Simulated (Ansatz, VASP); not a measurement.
ZnO: VASP beside Ansatz

```
Zn O
1.0
     2.68842    0.00000    0.00000
     0.00000    2.68842    0.00000
     0.00000    0.00000    2.68842
Zn O
1 1
Direct
  0.00000 0.00000 0.00000
  0.50000 0.50000 0.50000
```

Alike in both runs: task single point; functional PBE; k mesh 6 × 6 × 6; occupations gaussian, width 0.05 eV; no spin polarisation.

|  | VASP | Ansatz |
| --- | --- | --- |
| version | VASP 6.6.1 | Ansatz 0.2.0 |
| potentials or method | VASP PAW PBE potentials, release 64 (Zn, O), cutoff 600 eV | scalar-relativistic, plane waves, PAW |
| valence electrons in the cell | 18 | 18 |

```tsv
	VASP	Ansatz	Ansatz less VASP
gap on the k mesh at the Fermi level (eV)	none	none	-
pressure (GPa)	0.5	0.0	-0.49
```

A gap of «none» marks a metal or a gap that the smearing closes. With one functional, cell and mesh, what is left measures potentials, basis and numerics.

The k mesh is coarse, so the values compare programs but aren't converged.
